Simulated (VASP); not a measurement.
# BaTiO3 (P4/mmm) in VASP: further runs

Runs on BaTiO3. Level: PBE. Tasks: single point.

All numbers are computed with VASP 6.6.1; they aren't measurements. Logs are shortened: lines on timing, memory, paths and dates and some standing lists are left out, and cuts for length are marked.

## (1) The cell of the first run

Symmetry: P4/mmm, No. 123, tetragonal system. Conventional cell: a = 4.243 Å, b = 4.243 Å, c = 3.607 Å, α = 90.00°, β = 90.00°, γ = 90.00°. Within 3.7 Å of Ba (site symmetry 4/mmm) lie 12 O at 2.78 to 3.00 Å and 8 Ti at 3.50 Å and 2 Ba at 3.61 Å. Ti (site symmetry 4/mmm) has 6 O at 1.80 to 2.12 Å within 2.4 Å. O (site symmetry 4/mmm) has 2 Ti at 1.80 Å within 2.4 Å. Within 2.8 Å of O (site symmetry mmm) lie 2 Ti at 2.12 Å and 4 Ba at 2.78 Å and 4 O at 2.78 Å.

## (2) Single point, PBE

INCAR reads:

```
SYSTEM = BaTiO3
PREC = Accurate
ENCUT = 1340
EDIFF = 1E-6
ISMEAR = 0
SIGMA = 0.05
LREAL = .FALSE.
LASPH = .TRUE.
NELM = 120
ALGO = Normal
ISIF = 2
LWAVE = .FALSE.
LCHARG = .TRUE.
GGA = PE
LELF = .TRUE.
LVHAR = .TRUE.
NBANDS = 28
GGA_COMPAT = .FALSE.
```

KPOINTS reads:

```
regular mesh
0
G
  8 8 8
  0 0 0
```

POSCAR reads:

```
BaTiO3
1.0
    4.2429712129      0.0000000000      0.0000000000
    0.0000000000      4.2429712129      0.0000000000
    0.0000000000      0.0000000000      3.6065699116
Ba Ti O
1 1 3
Direct
    0.0000000000      0.0000000000      0.0000000000
    0.5000000000      0.5000000000      0.5000000000
    0.5000000000      0.5000000000      0.0000000000
    0.5000000000      0.0000000000      0.5000000000
    0.0000000000      0.5000000000      0.5000000000
```

Potentials or basis: VASP PAW PBE potentials, release 64 (Ba_sv, Ti_sv, O_h).

Started as:

```sh
cat potpaw_PBE.64/Ba_sv/POTCAR potpaw_PBE.64/Ti_sv/POTCAR potpaw_PBE.64/O_h/POTCAR > POTCAR
mpirun -np 1 vasp_std > vasp.out
```

OUTCAR:

```text
SYSTEM = BaTiO3
   PREC = Accurate
   ENCUT = 1340
   EDIFF = 1E-6
   ISMEAR = 0
   LREAL = .FALSE.
   LASPH = .TRUE.
   NELM = 120
   ISIF = 2
   GGA = PE

 ion  position               nearest neighbor table
   1  0.000  0.000  0.000-   4 2.78   5 2.78   4 2.78   5 2.78   5 2.78   5 2.78   4 2.78   4 2.78
                             3 3.00   3 3.00   3 3.00   3 3.00   2 3.50   2 3.50   2 3.50   2 3.50
   2  0.500  0.500  0.500-   3 1.80   3 1.80   5 2.12   4 2.12   4 2.12   5 2.12   1 3.50   1 3.50
                             1 3.50   1 3.50   1 3.50   1 3.50   1 3.50   1 3.50
   3  0.500  0.500  0.000-   2 1.80   2 1.80   1 3.00   1 3.00   1 3.00   1 3.00
   4  0.500  0.000  0.500-   2 2.12   2 2.12   1 2.78   1 2.78   1 2.78   1 2.78
   5  0.000  0.500  0.500-   2 2.12   2 2.12   1 2.78   1 2.78   1 2.78   1 2.78

  LATTYP: Found a simple tetragonal cell.
 ALAT       =     4.2429712129
 C/A-ratio  =     0.8500104598

  Lattice vectors:

 A1 = (   4.2429712129,   0.0000000000,   0.0000000000)
 A2 = (   0.0000000000,   4.2429712129,   0.0000000000)
 A3 = (   0.0000000000,   0.0000000000,   3.6065699116)

Analysis of symmetry for initial positions (statically):
=====================================================================
 Subroutine PRICEL returns:
 Original cell was already a primitive cell.

 Routine SETGRP: Setting up the symmetry group for a
 simple tetragonal supercell.

 Subroutine GETGRP returns: Found 16 space group operations
 (whereof 16 operations were pure point group operations)
 out of a pool of 16 trial point group operations.

The static configuration has the point symmetry D_4h.

Analysis of symmetry for dynamics (positions and initial velocities):
=====================================================================
 Subroutine PRICEL returns:
 Original cell was already a primitive cell.

 Routine SETGRP: Setting up the symmetry group for a
 simple tetragonal supercell.

 Subroutine GETGRP returns: Found 16 space group operations
 (whereof 16 operations were pure point group operations)
 out of a pool of 16 trial point group operations.

The dynamic configuration has the point symmetry D_4h.

 Subroutine INISYM returns: Found 16 space group operations
 (whereof 16 operations are pure point group operations),
 and found     1 'primitive' translations

----------------------------------------------------------------------------------------

                                     Primitive cell

  volume of cell :      64.9284

  direct lattice vectors                    reciprocal lattice vectors
     4.242971213  0.000000000  0.000000000     0.235683899  0.000000000  0.000000000
     0.000000000  4.242971213  0.000000000     0.000000000  0.235683899  0.000000000
     0.000000000  0.000000000  3.606569912     0.000000000  0.000000000  0.277271764

  length of vectors
     4.242971213  4.242971213  3.606569912     0.235683899  0.235683899  0.277271764

  position of ions in fractional coordinates (direct lattice)
     0.000000000  0.000000000  0.000000000
     0.500000000  0.500000000  0.500000000
     0.500000000  0.500000000  0.000000000
     0.500000000  0.000000000  0.500000000
     0.000000000  0.500000000  0.500000000

  ion indices of the primitive-cell ions
   primitive index   ion index
                 1           1
                 2           2
                 3           3
                 4           4
                 5           5

----------------------------------------------------------------------------------------

 KPOINTS: regular mesh

Automatic generation of k-mesh.
 Grid dimensions read from file:
 generate k-points for:    8    8    8

 Generating k-lattice:

  Cartesian coordinates                     Fractional coordinates (reciprocal lattice)
     0.029460487  0.000000000  0.000000000     0.125000000  0.000000000  0.000000000
     0.000000000  0.029460487  0.000000000     0.000000000  0.125000000  0.000000000
     0.000000000  0.000000000  0.034658970     0.000000000  0.000000000  0.125000000

  Length of vectors
     0.029460487  0.029460487  0.034658970

  Shift w.r.t. Gamma in fractional coordinates (k-lattice)
     0.000000000  0.000000000  0.000000000

 Subroutine IBZKPT returns following result:
 ===========================================

 Found     75 irreducible k-points:

 Following reciprocal coordinates:
            Coordinates               Weight
  0.000000  0.000000  0.000000      1.000000
  0.125000  0.000000  0.000000      4.000000
  0.250000  0.000000  0.000000      4.000000
  0.375000  0.000000  0.000000      4.000000
  0.500000  0.000000  0.000000      2.000000
  0.125000  0.125000  0.000000      4.000000
[... 16 lines left out ...]
  0.375000  0.125000  0.125000     16.000000
  0.500000  0.125000  0.125000      8.000000
 [... further k-points ...]
   k-points           NKPTS =     75   k-points in BZ     NKDIM =     75   number of bands    NBANDS=     28
   number of dos      NEDOS =    301   number of ions     NIONS =      5
   total plane-waves  NPLWV = 139968
   dimension x,y,z NGX =    54 NGY =   54 NGZ =   48
   dimension x,y,z NGXF=   108 NGYF=  108 NGZF=   96
   ions per type =               1   1   3
   NGX,Y,Z   is equivalent  to a cutoff of  21.16, 21.16, 22.13 a.u.
   NGXF,Y,Z  is equivalent  to a cutoff of  42.32, 42.32, 44.25 a.u.
 SYSTEM =  BaTiO3
   PREC   = accura    normal or accurate (medium, high low for compatibility)
   ISTART =      0    job   : 0-new  1-cont  2-samecut
   ICHARG =      2    charge: 1-file 2-atom 10-const
   ISPIN  =      1    spin polarized calculation?
   LNONCOLLINEAR =      F non collinear calculations
   LSORBIT =      F    spin-orbit coupling
   LASPH  =      T    aspherical Exc in radial PAW
   ENCUT  = 1340.0 eV  98.49 Ry    9.92 a.u.  12.66 12.66 10.76*2*pi/ulx,y,z
   NELM   =    120;   NELMIN=  2; NELMDL= -5     # of ELM steps
   EDIFF  = 0.1E-05   stopping-criterion for ELM
   LREAL  =      F    real-space projection
   EDIFFG = 0.1E-04   stopping-criterion for IOM
   NSW    =      0    number of steps for IOM
   IBRION =     -1    ionic relax: 0-MD 1-quasi-New 2-CG
   NFREE  =      0    steps in history (QN), initial steepest desc. (CG)
   ISIF   =      2    stress and relaxation
   ISYM   =      2    0-nonsym 1-usesym 2-fastsym
   POTIM  = 0.5000    time-step for ionic-motion
   TEBEG  =    0.0;   TEEND  =   0.0 temperature during run
   PSTRESS=    0.0 pullay stress
   NELECT =      40.0000    total number of electrons
   NUPDOWN=      -1.0000    fix difference up-down
   EMIN   =  10.00;   EMAX   =-10.00  energy-range for DOS
   EFERMI =   0.00;   METHOD = LEGACY
   ISMEAR =     0;   SIGMA  =   0.05  broadening in eV -4-tet -1-fermi 0-gaus
   EFERMI_NEDOS =   21; number of points for ismear=-14 and -15
   IALGO  =     38    algorithm
   IMIX   =      4    mixing-type and parameters
     AMIX     =   0.40;   BMIX     =  1.00
     AMIX_MAG =   1.60;   BMIX_MAG =  1.00
  volume/ion in A,a.u.               =      12.99        87.63
  Fermi-wavevector in a.u.,A,eV,Ry     =   1.392996  2.632381 26.401274  1.940439
  Thomas-Fermi vector in A             =   2.516685
   LORBIT       =      0    0 simple, 1 ext, 2 COOP (PROOUT), +10 PAW based schemes
   GGA     = PE    functional components
   LHFCALC =     F    Hartree Fock is set to
   AEXX    =    0.0000 exact exchange contribution
   IVDW    =     0    specifies the selected vdW correction
   LEPSILON=     F    determine dielectric tensor
   LRPA    =     F    only Hartree local field effects (RPA)
 non-spin polarized calculation
 Gauss-broadening in eV      SIGMA  =   0.05
  energy-cutoff  :     1340.00
  volume of cell :       64.93
 maximum number of plane-waves:      7268
 NGX is ok and might be reduce to    54

 number of electron      39.9999999 magnetization

 Free energy of the ion-electron system (eV)
  ---------------------------------------------------
  ext. energy  EPLUGINS =         0.00000000
  ---------------------------------------------------
  free energy    TOTEN  =       -39.20579246 eV

  energy without entropy =      -39.20579246  energy(sigma->0) =      -39.20579246

 E-fermi :   4.4930     XC(G=0): -11.1846

 val. band max:        4.2263733320   @ k =   0.5000   0.5000   0.5000
 cond. band min:       5.6503507278   @ k =   0.0000   0.0000   0.0000
 fundamental gap:      1.4239773959
 Fermi energy:         4.4929780804

 k-point     1 :       0.0000    0.0000    0.0000
  band No.  band energies     occupation
      1     -52.5197      2.00000
      2     -28.8752      2.00000
      3     -28.7084      2.00000
      4     -28.7084      2.00000
      5     -20.8028      2.00000
      6     -13.5030      2.00000
[... 20 lines left out ...]
     27      10.0577      0.00000
     28      11.7068      0.00000

 k-point     2 :       0.1250    0.0000    0.0000
  band No.  band energies     occupation
      1     -52.5197      2.00000
      2     -28.8751      2.00000
      3     -28.7120      2.00000
      4     -28.7083      2.00000
      5     -20.7915      2.00000
      6     -13.5169      2.00000
[... 20 lines left out ...]
     27      10.2936      0.00000
     28      11.9729      0.00000

 k-point     3 :       0.2500    0.0000    0.0000
  band No.  band energies     occupation
      1     -52.5195      2.00000
      2     -28.8748      2.00000
      3     -28.7208      2.00000
      4     -28.7079      2.00000
      5     -20.7640      2.00000
      6     -13.5552      2.00000
[... 20 lines left out ...]
     27      10.8569      0.00000
     28      12.3589      0.00000

 k-point     4 :       0.3750    0.0000    0.0000
  band No.  band energies     occupation
      1     -52.5194      2.00000
      2     -28.8745      2.00000
      3     -28.7296      2.00000
      4     -28.7076      2.00000
      5     -20.7361      2.00000
      6     -13.6000      2.00000
[... 20 lines left out ...]
     27      11.4400      0.00000
     28      12.5217      0.00000

 k-point     5 :       0.5000    0.0000    0.0000
  band No.  band energies     occupation
      1     -52.5194      2.00000
      2     -28.8744      2.00000
      3     -28.7332      2.00000
      4     -28.7075      2.00000
      5     -20.7245      2.00000
      6     -13.6204      2.00000
[... 20 lines left out ...]
     27      11.7013      0.00000
     28      12.5841      0.00000

 k-point     6 :       0.1250    0.1250    0.0000
  band No.  band energies     occupation
      1     -52.5196      2.00000
      2     -28.8749      2.00000
      3     -28.7120      2.00000
      4     -28.7118      2.00000
      5     -20.7808      2.00000
      6     -13.5254      2.00000
[... 463 lines left out ...]
      5     -20.7485      2.00000
      6     -13.3551      2.00000
[... 20 lines left out ...]
     27      10.8281      0.00000
     28      12.1139      0.00000

 k-point    22 :       0.2500    0.1250    0.1250
  band No.  band energies     occupation
      1     -52.5188      2.00000
      2     -28.9014      2.00000
      3     -28.7193      2.00000
      4     -28.7103      2.00000
      5     -20.7242      2.00000
      6     -13.3787      2.00000
[... 20 lines left out ...]
     27      11.3253      0.00000
     28      12.2195      0.00000

 k-point    23 :       0.3750    0.1250    0.1250
  band No.  band energies     occupation
      1     -52.5187      2.00000
      2     -28.9011      2.00000
      3     -28.7280      2.00000
      4     -28.7099      2.00000
      5     -20.6996      2.00000
      6     -13.4088      2.00000
[... 20 lines left out ...]
     27      11.8682      0.00000
     28      12.3581      0.00000

 k-point    24 :       0.5000    0.1250    0.1250
  band No.  band energies     occupation
      1     -52.5186      2.00000
      2     -28.9009      2.00000
      3     -28.7315      2.00000
      4     -28.7098      2.00000
      5     -20.6893      2.00000
      6     -13.4231      2.00000
[... 20 lines left out ...]
     27      12.0966      0.00000
     28      12.3762      0.00000

 [... further k-points ...]

------------------------ aborting loop because EDIFF is reached ----------------------------------------

  FORCE on cell =-STRESS in cart. coord.  units (eV):
  Direction    XX          YY          ZZ          XY          YZ          ZX
  --------------------------------------------------------------------------------------
  -------------------------------------------------------------------------------------
  Total       -2.3648634     -2.3648634     14.2616159      0.0000000     -0.0000000      0.0000000
  in kB      -58.3555432    -58.3555432    351.9206844      0.0000000     -0.0000000      0.0000000
  external PRESSURE =      78.4031993 kB  Pullay stress =       0.0000000 kB

 VOLUME and BASIS-vectors are now :
 -----------------------------------------------------------------------------
  energy-cutoff  :     1340.00
  volume of cell :       64.93
      direct lattice vectors                 reciprocal lattice vectors
     4.242971213  0.000000000  0.000000000     0.235683899  0.000000000  0.000000000
     0.000000000  4.242971213  0.000000000     0.000000000  0.235683899  0.000000000
     0.000000000  0.000000000  3.606569912     0.000000000  0.000000000  0.277271764

 POSITION                                       TOTAL-FORCE (eV/Angst)
 -----------------------------------------------------------------------------------
      0.00000      0.00000      0.00000         0.000000      0.000000      0.000000
      2.12149      2.12149      1.80328         0.000000      0.000000      0.000000
      2.12149      2.12149      0.00000         0.000000      0.000000      0.000000
      2.12149      0.00000      1.80328         0.000000      0.000000      0.000000
      0.00000      2.12149      1.80328         0.000000      0.000000      0.000000
 -----------------------------------------------------------------------------------
    total drift:                                0.000000      0.000000      0.000000

  FREE ENERGIE OF THE ION-ELECTRON SYSTEM (eV)
  ---------------------------------------------------
  free  energy   TOTEN  =       -39.2057924566 eV

  energy  without entropy=      -39.2057924566  energy(sigma->0) =      -39.20579246
```

It took 9.1 min on 1 thread of Intel Xeon Platinum 8488C (Sapphire Rapids), shared host; peak memory 0.77 GiB.

What came out:

```
Free energy            : -39.2058 eV
Pressure               : 7.8 GPa
Band gap on the k mesh : 1.42 eV (least direct gap 1.54 eV)
```

Caveat: the stress differs along the axes, from -6 to 35 GPa; spin-orbit coupling is left out, which moves the levels of the heavy elements. A k mesh can miss the band edges.

## (3) Single point, PBE

This run uses another cell than the first one, of the same volume but with other edges.

INCAR reads:

```
SYSTEM = BaTiO3
ALGO     = Normal         ! electronic algorithm
EDIFF    = 1E-6           ! SCF threshold, eV
ENCUT    = 1340           ! plane-wave cutoff, eV
GGA      = PE             ! functional
GGA_COMPAT= .FALSE.      
ISIF     = 2              ! what is computed and relaxed
ISMEAR   = 0              ! smearing method
LASPH    = .TRUE.         ! aspherical terms in the spheres
LCHARG   = .FALSE.        ! write CHGCAR
LREAL    = .FALSE.        ! projectors in reciprocal space
LWAVE    = .FALSE.        ! write WAVECAR
NBANDS   = 28             ! bands
NELM     = 120            ! most SCF steps
PREC     = Accurate       ! precision mode
SIGMA    = 0.05           ! smearing width, eV
```

KPOINTS reads:

```
k-points
0
G
  8 8 8
  0 0 0
```

Changes to POSCAR since step 2:

```diff
@@ -2,5 +2,5 @@
 1.0
-    4.2429712129      0.0000000000      0.0000000000
-    0.0000000000      4.2429712129      0.0000000000
-    0.0000000000      0.0000000000      3.6065699116
+    4.1325087776      0.0000000000      0.0000000000
+    0.0000000000      4.1325087776      0.0000000000
+    0.0000000000      0.0000000000      3.8019548602
 Ba Ti O
```

Potentials or basis: VASP PAW PBE potentials, release 64 (Ba_sv, Ti_sv, O_h).

Started as:

```sh
cat potpaw_PBE.64/Ba_sv/POTCAR potpaw_PBE.64/Ti_sv/POTCAR potpaw_PBE.64/O_h/POTCAR > POTCAR
mpirun -np 1 vasp_std > vasp.out
```

Run time: 10 min. Hardware: 1 thread of Intel Xeon Platinum 8259CL at 2.50GHz (Skylake/Cascade Lake), shared host; peak memory 0.74 GiB.

The run converged. Its results:

```yaml
Free_energy: -39.8190 eV
Pressure: 3.2 GPa
Band_gap_on_the_k_mesh: 1.55 eV (least direct gap 1.72 eV)
```

Stress tensor (GPa, compression positive):
```
-2.70  0.00  0.00
 0.00 -2.70  0.00
 0.00  0.00 14.99
```

Levels at points of the mesh, in eV from the valence-band top:
| k point | band 17 | band 18 | band 19 | band 20 | band 21 | band 22 | band 23 | band 24 |
| --- | --- | --- | --- | --- | --- | --- | --- | --- |
| (0.00, 0.00, 0.00) | -0.93 | -0.25 | -0.25 | -0.16 | 1.55 | 1.71 | 1.71 | 3.47 |
| (0.50, 0.00, 0.00) | -1.59 | -1.57 | -0.78 | -0.73 | 1.83 | 3.12 | 3.16 | 3.82 |
| (0.50, 0.50, 0.00) | -1.78 | -1.44 | -1.44 | -0.34 | 3.16 | 3.16 | 3.49 | 5.14 |
| (0.00, 0.00, 0.50) | -1.97 | -1.86 | -0.84 | -0.84 | 1.78 | 3.48 | 3.86 | 3.86 |
| (0.50, 0.00, 0.50) | -1.76 | -0.76 | -0.74 | -0.19 | 3.14 | 3.86 | 4.04 | 4.31 |
| (0.50, 0.50, 0.50) | -2.00 | -0.19 | 0.00 | 0.00 | 3.77 | 4.24 | 4.24 | 6.33 |

Caveat: the stress differs along the axes, from -3 to 15 GPa; spin-orbit coupling is left out, which moves the levels of the heavy elements. A k mesh can miss the band edges.
